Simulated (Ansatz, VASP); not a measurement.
**ZnO in VASP and in Ansatz**

```
Zn O
1.0
     5.95010    0.16766   -0.76319
     0.15902    5.64033   -0.12217
    -0.74740   -0.11599    5.72398
Zn O
7 7
Direct
  0.45059 0.02300 0.72901
  0.35175 0.57950 0.46540
  0.21722 0.53237 0.90339
  0.92555 0.48279 0.53046
  0.59921 0.14843 0.27273
  0.79135 0.59077 0.01922
  0.12602 0.07424 0.17673
  0.71953 0.90339 0.51172
  0.64032 0.67968 0.36858
  0.48389 0.68626 0.81823
  0.11156 0.72319 0.18028
  0.86049 0.29006 0.19939
  0.33743 0.19080 0.98530
  0.35982 0.23172 0.46222
```

Alike in both runs: functional PBE; k mesh 3 × 3 × 3; occupations gaussian, width 0.1 eV; no spin polarisation.

Ansatz relaxed the structure, and its values are those at the end. VASP's run is a single point on that final structure, the one shown.

```csv
,VASP,Ansatz
version,VASP 6.6.1,Ansatz 0.2.0
potentials or method,"VASP PAW PBE potentials, release 64 (Zn, O), cutoff 520 eV","scalar-relativistic, plane waves, PAW"
valence electrons in the cell,126,126
```

VASP gave:

- gap on the k mesh at the Fermi level (eV): 1.67
- least direct gap on the mesh (eV): 1.87
- rms of the force components (eV/Å): 0.037

Question: What did Ansatz give for the same quantities?

Answer: gap on the k mesh at the Fermi level (eV): 1.68; least direct gap on the mesh (eV): 1.88; rms of the force components (eV/Å): 0.011.

With one functional, cell and mesh, what is left measures potentials, basis and numerics.
